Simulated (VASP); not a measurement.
# In4SbAs3 (P-4m2) in VASP: a series of runs, part 3 of 3

VASP 6.6.1. Earlier steps stand in the parts before.

### Step 5. Single point, PBE

INCAR reads:

```
PREC = Accurate
ENCUT = 520
EDIFF = 1E-6
ISMEAR = 0
SIGMA = 0.1
LREAL = False
LASPH = True
NELM = 100
ALGO = Normal
ISIF = 2
LWAVE = False
LCHARG = False
GGA = PE
NBANDS = 46
```

KPOINTS reads:

```
Automatic mesh
0
Gamma
  8 8 4
```

POSCAR reads:

```
In4SbAs3
1.0
    4.4564692681      0.0000000000      0.0000000000
    0.0000000000      4.4564692681      0.0000000000
    0.0000000000      0.0000000000     12.5895072171
In Sb As
4 1 3
Direct
    0.5000000000      0.0000000000      0.8796206775
    0.0000000000      0.5000000000      0.1203793225
    0.5000000000      0.0000000000      0.3619157454
    0.0000000000      0.5000000000      0.6380842546
    0.5000000000      0.5000000000      0.5000000000
    0.0000000000      0.0000000000      0.2411074213
    0.0000000000      0.0000000000      0.7588925787
    0.5000000000      0.5000000000      0.0000000000
```

Potentials or basis: VASP PAW PBE potentials, release 64 (In_d, Sb, As).

Started as:

```bash
$ cat potpaw_PBE.64/In_d/POTCAR potpaw_PBE.64/Sb/POTCAR potpaw_PBE.64/As/POTCAR > POTCAR
$ mpirun -np 1 vasp_std > vasp.out
```

OUTCAR:

```text
PREC = Accurate
   ENCUT = 520
   EDIFF = 1E-6
   ISMEAR = 0
   LREAL = False
   LASPH = True
   NELM = 100
   ISIF = 2
   GGA = PE

 ion  position               nearest neighbor table
   1  0.500  0.000  0.880-   8 2.69   8 2.69   7 2.70   7 2.70
   2  0.000  0.500  0.120-   8 2.69   8 2.69   6 2.70   6 2.70
   3  0.500  0.000  0.362-   6 2.70   6 2.70   5 2.83   5 2.83
   4  0.000  0.500  0.638-   7 2.70   7 2.70   5 2.83   5 2.83
   5  0.500  0.500  0.500-   3 2.83   4 2.83   3 2.83   4 2.83
   6  0.000  0.000  0.241-   2 2.70   2 2.70   3 2.70   3 2.70
   7  0.000  0.000  0.759-   1 2.70   1 2.70   4 2.70   4 2.70
   8  0.500  0.500  0.000-   1 2.69   2 2.69   1 2.69   2 2.69

  LATTYP: Found a simple tetragonal cell.
 ALAT       =     4.4564692681
 C/A-ratio  =     2.8249958565

  Lattice vectors:

 A1 = (   4.4564692681,   0.0000000000,   0.0000000000)
 A2 = (   0.0000000000,   4.4564692681,   0.0000000000)
 A3 = (   0.0000000000,   0.0000000000,  12.5895072171)
[... 184 lines left out ...]
  free energy    TOTEN  =       -29.99313271 eV

  energy without entropy =      -29.99224476  energy(sigma->0) =      -29.99268874

 E-fermi :   4.1375     XC(G=0):  -8.6920

 val. band max:        4.0893988708   @ k =   0.0000   0.0000   0.0000
 cond. band min:       4.5279309156   @ k =   0.5000   0.0000   0.0000
 fundamental gap:      0.4385320448
 Fermi energy:         4.1374973935

 k-point     1 :       0.0000    0.0000    0.0000
  band No.  band energies     occupation
      1     -10.4486      2.00000
      2     -10.3913      2.00000
      3     -10.3527      2.00000
      4     -10.3292      2.00000
      5     -10.3292      2.00000
      6     -10.3116      2.00000
[... 1165 lines left out ...]
     45       8.8091      0.00000
     46       8.8803      0.00000

 [... further k-points ...]
[... 5 lines left out ...]
  --------------------------------------------------------------------------------------
  -------------------------------------------------------------------------------------
  Total        0.0339578      0.0339578      0.0256712      0.0000000      0.0000000      0.0000000
  in kB        0.2176007      0.2176007      0.1645003      0.0000000      0.0000000      0.0000000
  external PRESSURE =       0.1999005 kB  Pullay stress =       0.0000000 kB

 VOLUME and BASIS-vectors are now :
 -----------------------------------------------------------------------------
  energy-cutoff  :      520.00
  volume of cell :      250.03
      direct lattice vectors                 reciprocal lattice vectors
     4.456469268  0.000000000  0.000000000     0.224392886  0.000000000  0.000000000
     0.000000000  4.456469268  0.000000000     0.000000000  0.224392886  0.000000000
     0.000000000  0.000000000 12.589507217     0.000000000  0.000000000  0.079431227

 POSITION                                       TOTAL-FORCE (eV/Angst)
 -----------------------------------------------------------------------------------
      2.22823      0.00000     11.07399        -0.000000      0.000000      0.000454
      0.00000      2.22823      1.51552         0.000000     -0.000000     -0.000454
      2.22823      0.00000      4.55634         0.000000      0.000000      0.007997
      0.00000      2.22823      8.03317         0.000000     -0.000000     -0.007997
      2.22823      2.22823      6.29475         0.000000     -0.000000      0.000000
      0.00000      0.00000      3.03542         0.000000     -0.000000      0.000206
      0.00000      0.00000      9.55408         0.000000     -0.000000     -0.000206
      2.22823      2.22823      0.00000         0.000000      0.000000      0.000000
 -----------------------------------------------------------------------------------
    total drift:                                0.000000     -0.000000     -0.000000

  FREE ENERGIE OF THE ION-ELECTRON SYSTEM (eV)
  ---------------------------------------------------
  free  energy   TOTEN  =       -29.9931327113 eV

  energy  without entropy=      -29.9922447627  energy(sigma->0) =      -29.99268874
```

OSZICAR:

```text
N       E                     dE             d eps       ncg     rms          rms(c)
DAV:   1     0.683900558794E+03    0.68390E+03   -0.31611E+04  4140   0.168E+03
DAV:   2     0.595127377529E+02   -0.62439E+03   -0.60888E+03  4148   0.436E+02
DAV:   3    -0.257683342909E+02   -0.85281E+02   -0.83350E+02  4910   0.178E+02
DAV:   4    -0.306656401551E+02   -0.48973E+01   -0.48734E+01  5084   0.428E+01
DAV:   5    -0.308504851828E+02   -0.18485E+00   -0.18479E+00  5354   0.834E+00    0.872E+00
DAV:   6    -0.300352506728E+02    0.81523E+00   -0.15752E+00  5654   0.114E+01    0.464E+00
DAV:   7    -0.299937355771E+02    0.41515E-01   -0.84920E-01  6114   0.426E+00    0.119E+00
DAV:   8    -0.299891636423E+02    0.45719E-02   -0.96552E-02  5652   0.261E+00    0.715E-01
DAV:   9    -0.299914776138E+02   -0.23140E-02   -0.10922E-02  5008   0.664E-01    0.384E-01
DAV:  10    -0.299926902669E+02   -0.12127E-02   -0.24400E-03  5558   0.319E-01    0.128E-01
DAV:  11    -0.299930852866E+02   -0.39502E-03   -0.62220E-04  4684   0.124E-01    0.261E-02
DAV:  12    -0.299931243611E+02   -0.39075E-04   -0.59910E-05  5828   0.321E-02    0.274E-02
DAV:  13    -0.299931309030E+02   -0.65418E-05   -0.17030E-05  3920   0.187E-02    0.111E-02
DAV:  14    -0.299931324537E+02   -0.15508E-05   -0.99416E-07  3384   0.555E-03    0.189E-03
DAV:  15    -0.299931327113E+02   -0.25758E-06   -0.69214E-07  3144   0.496E-03
   1 F= -.29993133E+02 E0= -.29992689E+02  d E =-.887949E-03
```

Wall time 15 min (1 thread of Intel Xeon 8259CL, shared host); peak memory 0.63 GiB.

Results:

- Free energy: -29.9931 eV
- Pressure: 0.0 GPa
- Largest force: 0.008 eV/Å
- Band gap on the k mesh: zero (filled and empty bands touch)

Forces on the atoms (eV/Å):
```
In   0.000  0.000  0.000
In   0.000  0.000  0.000
In   0.000  0.000  0.008
In   0.000  0.000 -0.008
Sb   0.000  0.000  0.000
As   0.000  0.000  0.000
As   0.000  0.000  0.000
As   0.000  0.000  0.000
```

Levels at points of the mesh, in eV from the Fermi level:
| k point | band 32 | band 33 | band 34 | band 35 | band 36 | band 37 | band 38 | band 39 | band 40 | band 41 |
| --- | --- | --- | --- | --- | --- | --- | --- | --- | --- | --- |
| (0.00, 0.00, 0.00) | -1.23 | -1.23 | -0.73 | -0.14 | -0.05 | -0.05 | 1.48 | 1.64 | 1.86 | 2.06 |
| (0.50, 0.00, 0.00) | -1.24 | -1.22 | -1.03 | -1.01 | -0.46 | 0.39 | 0.70 | 1.95 | 2.38 | 4.07 |
| (0.50, 0.50, 0.00) | -2.67 | -2.27 | -2.20 | -2.20 | -2.12 | 1.41 | 1.54 | 1.71 | 1.71 | 3.59 |
| (0.00, 0.00, 0.50) | -1.90 | -0.77 | -0.77 | -0.34 | -0.34 | 1.21 | 1.22 | 1.54 | 1.61 | 2.04 |
| (0.50, 0.00, 0.50) | -1.88 | -1.25 | -1.24 | -1.23 | -0.46 | 1.27 | 1.35 | 1.43 | 1.89 | 3.82 |
| (0.50, 0.50, 0.50) | -2.51 | -2.46 | -2.46 | -2.44 | -2.33 | 2.21 | 2.29 | 2.34 | 2.34 | 2.36 |

Caveat: semilocal functionals underestimate gaps, and a narrow one can read as zero; spin-orbit coupling is left out, which moves the levels of the heavy elements.

### Step 6. Overview

| task | cell | k mesh | cutoff (eV) | gap on the mesh (eV) | pressure (GPa) | largest force (eV/Å) |
| --- | --- | --- | --- | --- | --- | --- |
| single point | a = 4.480, b = 4.480, c = 12.466 Å, 8 atoms, atomic positions A | 4 × 4 × 2 | 520 | none | 0.2 | 0.01 |
| single point | a = 4.161, b = 4.161, c = 11.768 Å, 8 atoms, atomic positions B | 4 × 4 × 2 | 520 | 0.44 | 15.8 | 1.85 |
| relaxation of cell and atoms | relaxed from a = 4.161, b = 4.161, c = 11.768 Å, 8 atoms, atomic positions B | 4 × 4 × 2 | 600 | 0.01 | -0.1 | 0.02 |
| single point | a = 4.456, b = 4.456, c = 12.590 Å, 8 atoms, atomic positions C | 8 × 8 × 4 | 520 | none | 0.0 | 0.01 |

Alike in all rows: level PBE; potentials or basis VASP PAW PBE potentials, release 64 (In_d, Sb, As); no spin polarisation; smearing gaussian 0.1 eV.

Caveats: semilocal functionals underestimate gaps, and a narrow one can read as zero; spin-orbit coupling is left out, which moves the levels of the heavy elements; the cell stands under pressure (at least some runs); forces of over 1 eV/Å act on the atoms, so gaps and moduli don't describe the material at rest (at least some runs); the smearing spreads over this small gap (at least some runs).

Absolute energies hang on the potentials; compare differences alone.

The gap in the log of VASP goes by the Fermi energy; the results here count the filled bands.